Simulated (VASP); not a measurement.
# Ag (Pm-3m) in VASP: notebook

Ag is run at these levels: LDA; tasks: single point.

Everything below comes from runs of VASP 6.6.1. Logs are shortened: lines on timing, memory, paths and dates and some standing lists are left out, and cuts for length are marked.

### Step 1. The cell of the first run

The structure is cubic, space group Pm-3m (No. 221). Conventional cell: a = 2.452 Å, b = 2.452 Å, c = 2.452 Å, α = 90.00°, β = 90.00°, γ = 90.00°. Within 3.2 Å of Ag (site symmetry m-3m) lie 6 Ag at 2.45 Å.

### Step 2. Single point, LDA

Contents of INCAR:

```
ALGO     = Normal         # electronic algorithm
EDIFF    = 1E-7           # SCF threshold, eV
ENCUT    = 520            # plane-wave cutoff, eV
GGA      = CA             # functional
ISIF     = 2              # what is computed and relaxed
ISMEAR   = 1              # smearing method
LASPH    = True           # aspherical terms in the spheres
LCHARG   = False          # write CHGCAR
LREAL    = False          # projectors in reciprocal space
LWAVE    = False          # write WAVECAR
NBANDS   = 12             # bands
NELM     = 100            # most SCF steps
PREC     = Accurate       # precision mode
SIGMA    = 0.1            # smearing width, eV
```

Contents of KPOINTS:

```
k-points
0
Gamma
  9 9 9
```

Contents of POSCAR:

```
Ag
1.0
    2.4521789788      0.0000000000      0.0000000000
    0.0000000000      2.4521789788      0.0000000000
    0.0000000000      0.0000000000      2.4521789788
Ag
1
Direct
    0.0000000000      0.0000000000      0.0000000000
```

Potentials or basis: VASP PAW LDA potentials, release 64 (Ag).

Started as:

```
$ cat potpaw_LDA.64/Ag/POTCAR > POTCAR
$ mpirun -np 1 vasp_std > vasp.out
```

OUTCAR:

```text
EDIFF = 1E-7
   ENCUT = 520
   GGA = CA
   ISIF = 2
   ISMEAR = 1
   LASPH = True
   LREAL = False
   NELM = 100
   PREC = Accurate

 ion  position               nearest neighbor table
   1  0.000  0.000  0.000-

  LATTYP: Found a simple cubic cell.
 ALAT       =     2.4521789788

  Lattice vectors:

 A1 = (   2.4521789788,   0.0000000000,   0.0000000000)
 A2 = (   0.0000000000,   2.4521789788,   0.0000000000)
 A3 = (   0.0000000000,   0.0000000000,   2.4521789788)

Analysis of symmetry for initial positions (statically):
=====================================================================
 Subroutine PRICEL returns:
 Original cell was already a primitive cell.

 Routine SETGRP: Setting up the symmetry group for a
 simple cubic supercell.

 Subroutine GETGRP returns: Found 48 space group operations
 (whereof 48 operations were pure point group operations)
 out of a pool of 48 trial point group operations.

The static configuration has the point symmetry O_h .

Analysis of symmetry for dynamics (positions and initial velocities):
=====================================================================
 Subroutine PRICEL returns:
 Original cell was already a primitive cell.

 Routine SETGRP: Setting up the symmetry group for a
 simple cubic supercell.

 Subroutine GETGRP returns: Found 48 space group operations
 (whereof 48 operations were pure point group operations)
 out of a pool of 48 trial point group operations.

The dynamic configuration has the point symmetry O_h .

 Subroutine INISYM returns: Found 48 space group operations
 (whereof 48 operations are pure point group operations),
 and found     1 'primitive' translations

----------------------------------------------------------------------------------------

                                     Primitive cell

  volume of cell :      14.7454

  direct lattice vectors                    reciprocal lattice vectors
     2.452178979  0.000000000  0.000000000     0.407800576  0.000000000  0.000000000
     0.000000000  2.452178979  0.000000000     0.000000000  0.407800576  0.000000000
     0.000000000  0.000000000  2.452178979     0.000000000  0.000000000  0.407800576

  length of vectors
     2.452178979  2.452178979  2.452178979     0.407800576  0.407800576  0.407800576

  position of ions in fractional coordinates (direct lattice)
     0.000000000  0.000000000  0.000000000

  ion indices of the primitive-cell ions
   primitive index   ion index
                 1           1

[... 72 lines left out ...]
   LREAL  =      F    real-space projection
   EDIFFG = 0.1E-05   stopping-criterion for IOM
   NSW    =      0    number of steps for IOM
   IBRION =     -1    ionic relax: 0-MD 1-quasi-New 2-CG
   NFREE  =      0    steps in history (QN), initial steepest desc. (CG)
   ISIF   =      2    stress and relaxation
   ISYM   =      2    0-nonsym 1-usesym 2-fastsym
   POTIM  = 0.5000    time-step for ionic-motion
   TEBEG  =    0.0;   TEEND  =   0.0 temperature during run
   PSTRESS=    0.0 pullay stress
   NELECT =      11.0000    total number of electrons
   NUPDOWN=      -1.0000    fix difference up-down
   EMIN   =  10.00;   EMAX   =-10.00  energy-range for DOS
   EFERMI =   0.00;   METHOD = LEGACY
   ISMEAR =     1;   SIGMA  =   0.10  broadening in eV -4-tet -1-fermi 0-gaus
   EFERMI_NEDOS =   21; number of points for ismear=-14 and -15
   IALGO  =     38    algorithm
   IMIX   =      4    mixing-type and parameters
     AMIX     =   0.40;   BMIX     =  1.00
     AMIX_MAG =   1.60;   BMIX_MAG =  1.00
  volume/ion in A,a.u.               =      14.75        99.51
  Fermi-wavevector in a.u.,A,eV,Ry     =   1.484751  2.805772 29.993838  2.204485
  Thomas-Fermi vector in A             =   2.598248
   LORBIT       =      0    0 simple, 1 ext, 2 COOP (PROOUT), +10 PAW based schemes
   GGA     = CA    functional components
   LHFCALC =     F    Hartree Fock is set to
   AEXX    =    0.0000 exact exchange contribution
   IVDW    =     0    specifies the selected vdW correction
   LEPSILON=     F    determine dielectric tensor
   LRPA    =     F    only Hartree local field effects (RPA)
 non-spin polarized calculation
 Methfessel and Paxton  Order N= 1 SIGMA  =   0.10
  energy-cutoff  :      520.00
  volume of cell :       14.75
 maximum number of plane-waves:       413
   NGX =  9   NGY =  9   NGZ =  9

 number of electron      11.0000001 magnetization

 Free energy of the ion-electron system (eV)
  ---------------------------------------------------
  ext. energy  EPLUGINS =         0.00000000
  ---------------------------------------------------
  free energy    TOTEN  =        -2.95914763 eV

  energy without entropy =       -2.95924170  energy(sigma->0) =       -2.95917898

 E-fermi :  10.0519     XC(G=0): -13.3417

 val. band max:        9.9762255646   @ k =   0.3333   0.3333   0.1111
 cond. band min:      10.5033789211   @ k =   0.4444   0.2222   0.0000
 fundamental gap:      0.5271533565
 Fermi energy:        10.0519148820

 k-point     1 :       0.0000    0.0000    0.0000
  band No.  band energies     occupation
      1       1.5484      2.00000
      2       2.4797      2.00000
      3       2.4797      2.00000
      4       7.6592      2.00000
      5       7.6592      2.00000
      6       7.6592      2.00000
      7      26.7090      0.00000
      8      26.7090      0.00000
      9      26.7090      0.00000
     10      33.8419      0.00000
     11      33.8419      0.00000
     12      34.4505      0.00000
[... 331 lines left out ...]
 k-point    24 :       0.4444    0.3333    0.1111
  band No.  band energies     occupation
      1       3.0299      2.00000
      2       4.1090      2.00000
      3       5.6695      2.00000
      4       6.0634      2.00000
      5       7.2969      2.00000
      6      12.4982      0.00000
      7      15.7840      0.00000
      8      23.2030      0.00000
      9      25.7167      0.00000
     10      30.9946      0.00000
     11      34.4182      0.00000
     12      36.3398      0.00000

 [... further k-points ...]
[... 5 lines left out ...]
  --------------------------------------------------------------------------------------
  -------------------------------------------------------------------------------------
  Total        4.1349051      4.1349051      4.1349051      0.0000000      0.0000000     -0.0000000
  in kB      449.2826375    449.2826375    449.2826375      0.0000000      0.0000000     -0.0000000
  external PRESSURE =     449.2826375 kB  Pullay stress =       0.0000000 kB

 VOLUME and BASIS-vectors are now :
 -----------------------------------------------------------------------------
  energy-cutoff  :      520.00
  volume of cell :       14.75
      direct lattice vectors                 reciprocal lattice vectors
     2.452178979  0.000000000  0.000000000     0.407800576  0.000000000  0.000000000
     0.000000000  2.452178979  0.000000000     0.000000000  0.407800576  0.000000000
     0.000000000  0.000000000  2.452178979     0.000000000  0.000000000  0.407800576

 POSITION                                       TOTAL-FORCE (eV/Angst)
 -----------------------------------------------------------------------------------
      0.00000      0.00000      0.00000         0.000000      0.000000      0.000000
 -----------------------------------------------------------------------------------
    total drift:                                0.000000      0.000000      0.000000

  FREE ENERGIE OF THE ION-ELECTRON SYSTEM (eV)
  ---------------------------------------------------
  free  energy   TOTEN  =        -2.9591476255 eV

  energy  without entropy=       -2.9592417006  energy(sigma->0) =       -2.95917898
```

Wall time 3 s (1 thread of Intel Xeon Platinum 8488C (Sapphire Rapids), shared host); peak memory 0.11 GiB.

Results:

| Quantity | Value |
| --- | --- |
| Free energy | -2.9591 eV |
| Pressure | 44.9 GPa |

### Step 3. Single point, LDA

This run uses another cell than the first one, of 16.65 Å³/atom, 1.129 times its volume.

Contents of INCAR:

```
PREC = Accurate
ENCUT = 520
EDIFF = 1E-6
ISMEAR = 1
SIGMA = 0.1
LREAL = False
LASPH = True
NELM = 100
ALGO = Normal
ISIF = 2
LWAVE = False
LCHARG = False
NBANDS = 12
```

Contents of KPOINTS:

```
regular mesh
0
Gamma
  9 9 9
```

Contents of POSCAR:

```
Ag
1.0
    2.5533253858      0.0000000000      0.0000000000
    0.0000000000      2.5533253858      0.0000000000
    0.0000000000      0.0000000000      2.5533253858
Ag
1
Direct
    0.0000000000      0.0000000000      0.0000000000
```

Potentials or basis: VASP PAW LDA potentials, release 64 (Ag).

Started as:

```
$ cat potpaw_LDA.64/Ag/POTCAR > POTCAR
$ mpirun -np 1 vasp_std > vasp.out
```

It took 3 s on 1 thread of Intel Xeon Platinum 8488C (Sapphire Rapids), shared host; peak memory 0.12 GiB.

The run converged. Its results:

* Free energy: -3.2962 eV
* Pressure: 15.0 GPa

Levels at points of the mesh, in eV from the Fermi level:
```
           k point  band 2  band 3  band 4  band 5  band 6  band 7  band 8  band 9  band 10  band 11
(0.00, 0.00, 0.00)   -6.65   -6.65   -2.39   -2.39   -2.39   15.78   15.78   15.78    22.14    22.14
```

### Step 4. Single point, LDA

This run uses another cell than the first one, of 15.54 Å³/atom, 1.054 times its volume.

Contents of INCAR:

```
PREC = Accurate ; ENCUT = 520
EDIFF = 1E-6 ; ISMEAR = 1
SIGMA = 0.1 ; LREAL = False
LASPH = True ; NELM = 60
ALGO = Normal ; ISIF = 2
LWAVE = False ; LCHARG = True
GGA = CA ; LELF = True
LVHAR = True ; NBANDS = 12
```

Contents of KPOINTS:

```
Automatic mesh
0
Gamma
  9 9 9
```

Contents of POSCAR:

```
Ag
1.0
    2.4953028032      0.0000000000      0.0000000000
    0.0000000000      2.4953028032      0.0000000000
    0.0000000000      0.0000000000      2.4953028032
Ag
1
Direct
    0.0000000000      0.0000000000      0.0000000000
```

Started as:

```
$ cat potpaw_LDA.64/Ag/POTCAR > POTCAR
$ mpirun -np 1 vasp_std > vasp.out
```

It took 3.8 s on 1 thread of Intel Xeon Platinum 8488C (Sapphire Rapids), shared host; peak memory 0.12 GiB.

Results (log left out):

```
Free energy : -3.1430 eV
Pressure    : 30.0 GPa
```

Levels at points of the mesh, in eV from the Fermi level:
```tsv
k point	band 3	band 4	band 5	band 6	band 7	band 8	band 9	band 10
(0.00, 0.00, 0.00)	-7.16	-2.39	-2.39	-2.39	16.28	16.28	16.28	23.07
```

### Step 5. The runs side by side

```csv
cell,gap on the mesh (eV),pressure (GPa)
"a = 2.452 Å, 1 atom",none,44.9
"a = 2.553 Å, 1 atom",none,15.0
"a = 2.495 Å, 1 atom",none,30.0
```

Alike in all rows: task single point; level LDA; potentials or basis VASP PAW LDA potentials, release 64 (Ag); no spin polarisation; k mesh 9 × 9 × 9; cutoff (eV) 520; smearing methfessel-paxton 0.1 eV.

Total energies depend on the potentials used, so only differences within one code and one set of settings carry meaning.
